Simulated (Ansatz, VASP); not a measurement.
Two plane-wave programs on TiC

```
Ti C
1.0
     0.00000    2.15148    2.15148
     2.15148    0.00000    2.15148
     2.15148    2.15148    0.00000
Ti C
1 1
Direct
  0.00000 0.00000 0.00000
  0.50000 0.50000 0.50000
```

Alike in both runs: task single point; functional LDA; k mesh 16 × 16 × 16; occupations gaussian, width 0.1 eV; no spin polarisation.

|  | VASP | Ansatz |
| --- | --- | --- |
| version | VASP 6.6.1 | Ansatz 0.2.0 |
| potentials or method | VASP PAW LDA potentials, release 64 (Ti_sv, C), cutoff 600 eV | scalar-relativistic, plane waves, PAW |
| valence electrons in the cell | 16 | 16 |

|  | VASP | Ansatz | Ansatz less VASP |
| --- | --- | --- | --- |
| gap on the k mesh at the Fermi level (eV) | none | none | - |
| pressure (GPa) | -7.3 | -7.9 | -0.54 |

Ansatz warns that its potentials were made for another functional, while VASP's fit it. LDA's correlation is that of Perdew and Zunger in VASP and of Perdew and Wang (1992) in Ansatz. A gap of «none» marks a metal or a gap that the smearing closes.
